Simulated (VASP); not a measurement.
# SrPrI (P4/mmm) in VASP: a series of runs, part 2 of 2

VASP 6.6.1. Earlier steps stand in the parts before.

### 4 Single point, PBE

Contents of INCAR:

```
SYSTEM = SrPrI
ALGO     = Normal         ! electronic algorithm
EDIFF    = 1E-6           ! SCF threshold, eV
ENCUT    = 500            ! plane-wave cutoff, eV
GGA      = PE             ! functional
GGA_COMPAT= .FALSE.      
ISIF     = 2              ! what is computed and relaxed
ISMEAR   = 0              ! smearing method
LASPH    = .TRUE.         ! aspherical terms in the spheres
LCHARG   = .FALSE.        ! write CHGCAR
LMAXMIX  = 6              ! l up to which the mixer works
LREAL    = .FALSE.        ! projectors in reciprocal space
LWAVE    = .FALSE.        ! write WAVECAR
NBANDS   = 21             ! bands
NELM     = 200            ! most SCF steps
PREC     = Accurate       ! precision mode
SIGMA    = 0.1            ! smearing width, eV
```

Contents of KPOINTS:

```
k-points
0
G
  4 4 4
  0 0 0
```

Contents of POSCAR:

```
SrPrI
1.0
    5.2442052380      0.0000000000      0.0000000000
    0.0000000000      5.2442052380      0.0000000000
    0.0000000000      0.0000000000      6.2246545121
Sr Pr I
1 1 1
Direct
    0.5000000000      0.5000000000      0.5000000000
    0.0000000000      0.0000000000      0.5000000000
    0.0000000000      0.0000000000      0.0000000000
```

Launch:

```bash
cat potpaw_PBE.64/Sr_sv/POTCAR potpaw_PBE.64/Pr_3/POTCAR potpaw_PBE.64/I/POTCAR > POTCAR
mpirun -np 1 vasp_std > vasp.out
```

Run time: 61 s. Hardware: 1 thread of Intel Xeon Platinum 8488C (Sapphire Rapids), shared host; peak memory 0.3 GiB.

The run converged. Its results:

```yaml
Free_energy: -8.2082 eV
Pressure: 0.0 GPa
Band_gap_on_the_k_mesh: zero (bands 14 and 15 overlap by 0.36 eV)
```

Levels at points of the mesh, in eV from the Fermi level:
| k point | band 11 | band 12 | band 13 | band 14 | band 15 | band 16 | band 17 | band 18 |
| --- | --- | --- | --- | --- | --- | --- | --- | --- |
| (0.00, 0.00, 0.00) | -3.47 | -3.47 | -2.39 | -0.84 | 0.01 | 0.50 | 0.50 | 1.18 |
| (0.50, 0.00, 0.00) | -3.90 | -3.43 | -0.77 | -0.04 | 0.01 | 0.77 | 0.83 | 1.60 |
| (0.50, 0.50, 0.00) | -3.87 | -3.83 | -0.84 | -0.23 | -0.23 | 0.09 | 1.55 | 1.73 |
| (0.00, 0.00, 0.50) | -3.68 | -3.68 | -2.09 | -0.76 | 0.03 | 0.81 | 1.58 | 1.58 |
| (0.50, 0.00, 0.50) | -4.15 | -3.62 | -0.59 | -0.53 | 0.84 | 1.25 | 1.44 | 1.73 |
| (0.50, 0.50, 0.50) | -4.09 | -4.09 | -0.66 | 0.12 | 1.06 | 1.06 | 1.07 | 1.07 |

Caveat: spin-orbit coupling is left out, which moves the levels of the heavy elements; the 4f electrons are frozen in the core, so they carry no moment and show no levels; the run has no spin polarisation, though such a crystal can be magnetic.

### 5 Relaxation of cell and atoms, PBE

This run uses another cell than the first one, of 42.56 Å³/atom.

Contents of INCAR:

```
SYSTEM = SrPrI
  PREC = Accurate
  ENCUT = 500
  EDIFF = 1E-7
  ISMEAR = 0
  SIGMA = 0.1
  LREAL = .False.
  LASPH = .True.
  NELM = 200
  ALGO = Normal
  ISIF = 3
  LWAVE = .False.
  LCHARG = .False.
  GGA = PE
  IBRION = 2
  NSW = 90
  EDIFFG = -0.04
  GGA_COMPAT = .False.
  NELMIN = 4
  LMAXMIX = 6
```

Contents of KPOINTS:

```
Automatic mesh
0
Gamma
  4 4 4
  0 0 0
```

Contents of POSCAR:

```
SrPrI
1.0
    4.6926676000      0.0000000000      0.0000000000
    0.0000000000      4.6926676000      0.0000000000
    0.0000000000      0.0000000000      5.7984744900
Sr Pr I
1 1 1
Direct
    0.5000000000      0.5000000000      0.5000000000
    0.0000000000      0.0000000000      0.5000000000
    0.0000000000      0.0000000000      0.0000000000
```

Launch:

```bash
cat potpaw_PBE.64/Sr_sv/POTCAR potpaw_PBE.64/Pr_3/POTCAR potpaw_PBE.64/I/POTCAR > POTCAR
mpirun -np 1 vasp_std > vasp.out
```

Wall time 3.8 min (1 thread of Intel Xeon Platinum 8488C (Sapphire Rapids), shared host); peak memory 0.26 GiB.

It converged, with:

```
Free energy                           : -8.2051 eV
Relaxed volume                        : 56.85 Å³/atom
Relaxed cell                          : a = 5.235 Å, b = 5.235 Å, c = 6.223 Å, α = 90.00°, β = 90.00°, γ = 90.00°
Space group after relaxing (to 0.1 Å) : P4/mmm (No. 123)
Energy gained by relaxing             : 185.1 meV/atom
Ionic steps                           : 8
Pressure after relaxing               : 0.0 GPa
Band gap on the k mesh                : zero (bands 14 and 15 overlap by 0.37 eV)
```

The path:
| step | energy change (eV) | largest force (eV/Å) | pressure (GPa) | volume (Å³) |
| --- | --- | --- | --- | --- |
| 1 | 0.0000 | 0.0000 | 5.31 | 127.69 |
| 2 | -0.3750 | 0.0000 | 0.58 | 155.36 |
| 3 | -0.3782 | 0.0000 | 0.95 | 151.24 |
| 4 | -0.5224 | 0.0000 | 0.25 | 163.27 |
| 5 | -0.5522 | 0.0000 | -0.16 | 171.57 |
| 6 | -0.5527 | 0.0000 | -0.21 | 172.65 |
| 7 | -0.5550 | 0.0000 | 0.06 | 169.99 |
| 8 | -0.5552 | 0.0000 | 0.01 | 170.55 |

Final structure:
```cif
data_structure
_symmetry_space_group_name_H-M 'P 1'
_symmetry_Int_Tables_number 1
_cell_length_a 5.2352
_cell_length_b 5.2352
_cell_length_c 6.2229
_cell_angle_alpha 90.000
_cell_angle_beta 90.000
_cell_angle_gamma 90.000
_cell_volume 170.55
loop_
_atom_site_label
_atom_site_type_symbol
_atom_site_fract_x
_atom_site_fract_y
_atom_site_fract_z
_atom_site_occupancy
Sr1 Sr 0.50000 0.50000 0.50000 1
Pr1 Pr 0.00000 0.00000 0.50000 1
I1 I 0.00000 0.00000 0.00000 1
```

Levels at points of the mesh, in eV from the Fermi level:
```
           k point  band 12  band 13  band 14  band 15  band 16  band 17
(0.00, 0.00, 0.00)    -3.47    -2.40    -0.84     0.01     0.50     0.50
(0.50, 0.00, 0.00)    -3.42    -0.77    -0.04     0.01     0.78     0.84
(0.50, 0.50, 0.00)    -3.83    -0.84    -0.24    -0.24     0.10     1.56
(0.00, 0.00, 0.50)    -3.68    -2.10    -0.77     0.03     0.81     1.59
(0.50, 0.00, 0.50)    -3.61    -0.58    -0.52     0.85     1.25     1.45
(0.50, 0.50, 0.50)    -4.09    -0.66     0.13     1.06     1.06     1.08
```

Caveat: the volume moved by over 15 % at a fixed basis, so the end points are rough; spin-orbit coupling is left out, which moves the levels of the heavy elements; the 4f electrons are frozen in the core, so they carry no moment and show no levels; the run has no spin polarisation, though such a crystal can be magnetic.

### 6 Single point, PBE

This run uses another cell than the first one, of 55.68 Å³/atom.

Contents of INCAR:

```
SYSTEM = SrPrI
ALGO = Normal ; EDIFF = 1E-6
ENCUT = 500 ; GGA = PE
GGA_COMPAT = .False. ; ISIF = 2
ISMEAR = 0 ; LASPH = .True.
LCHARG = .True. ; LELF = .True.
LMAXMIX = 6 ; LREAL = .False.
LVHAR = .True. ; LWAVE = .False.
NBANDS = 21 ; NELM = 200
PREC = Accurate ; SIGMA = 0.1
```

Contents of KPOINTS:

```
k-points
0
Gamma
  10 10 8
  0 0 0
```

Contents of POSCAR:

```
SrPrI
1.0
    5.1872669429      0.0000000000      0.0000000000
    0.0000000000      5.1872669429      0.0000000000
    0.0000000000      0.0000000000      6.2075548082
Sr Pr I
1 1 1
Direct
    0.5000000000      0.5000000000      0.5000000000
    0.0000000000      0.0000000000      0.5000000000
    0.0000000000      0.0000000000      0.0000000000
```

Potentials or basis: VASP PAW PBE potentials, release 64 (Sr_sv, Pr_3, I), 4f in core.

Launch:

```bash
cat potpaw_PBE.64/Sr_sv/POTCAR potpaw_PBE.64/Pr_3/POTCAR potpaw_PBE.64/I/POTCAR > POTCAR
mpirun -np 1 vasp_std > vasp.out
```

Wall time 5.3 min (1 thread of Intel Xeon Platinum 8488C (Sapphire Rapids), shared host); peak memory 0.56 GiB.

It converged, with:

```yaml
Free_energy: -8.1997 eV
Pressure: 0.0 GPa
Band_gap_on_the_k_mesh: zero (bands 14 and 15 overlap by 0.46 eV)
```

Levels at points of the mesh, in eV from the Fermi level:
```tsv
k point	band 10	band 11	band 12	band 13	band 14	band 15	band 16	band 17	band 18	band 19
(0.00, 0.00, 0.00)	-3.94	-3.47	-3.47	-2.45	-0.93	-0.04	0.48	0.48	1.17	1.86
(0.50, 0.00, 0.00)	-4.06	-3.89	-3.42	-0.79	-0.03	-0.03	0.79	0.85	1.64	1.92
(0.50, 0.50, 0.00)	-3.90	-3.90	-3.81	-0.87	-0.29	-0.29	0.08	1.54	1.78	1.78
(0.00, 0.00, 0.50)	-5.32	-3.68	-3.68	-2.15	-0.86	-0.03	0.81	1.58	1.58	2.67
(0.50, 0.00, 0.50)	-5.22	-4.19	-3.61	-0.61	-0.54	0.85	1.22	1.45	1.78	1.99
(0.50, 0.50, 0.50)	-5.17	-4.12	-4.12	-0.69	0.11	1.03	1.03	1.09	1.09	1.99
```

Caveat: spin-orbit coupling is left out, which moves the levels of the heavy elements; the 4f electrons are frozen in the core, so they carry no moment and show no levels; the run has no spin polarisation, though such a crystal can be magnetic. Spin polarisation is off, so any magnetic state and its effect on volume and gap are missing.

### 7 Overview

```tsv
task	cell	k mesh	gap on the mesh (eV)	pressure (GPa)	relaxed volume (Å³/atom)
relaxation of cell and atoms	relaxed from a = 5.244, b = 5.244, c = 6.225 Å, 3 atoms	10 × 10 × 8	none	0.0	55.94
single point	a = 4.693, b = 4.693, c = 5.798 Å, 3 atoms	4 × 4 × 4	none	5.3	-
single point	a = 5.244, b = 5.244, c = 6.225 Å, 3 atoms	4 × 4 × 4	none	0.0	-
relaxation of cell and atoms	relaxed from a = 4.693, b = 4.693, c = 5.798 Å, 3 atoms	4 × 4 × 4	none	0.0	56.85
single point	a = 5.187, b = 5.187, c = 6.208 Å, 3 atoms	10 × 10 × 8	none	0.0	-
```

Alike in all rows: level PBE; potentials or basis VASP PAW PBE potentials, release 64 (Sr_sv, Pr_3, I), 4f in core; no spin polarisation; cutoff (eV) 500; smearing gaussian 0.1 eV.

Caveats: spin-orbit coupling is left out, which moves the levels of the heavy elements; the 4f electrons are frozen in the core, so they carry no moment and show no levels; the run has no spin polarisation, though such a crystal can be magnetic; the cell stands under pressure (at least some runs); the volume moved by over 15 % at a fixed basis, so the end points are rough (at least some runs).

Total energies depend on the potentials used, so only differences within one code and one set of settings carry meaning.
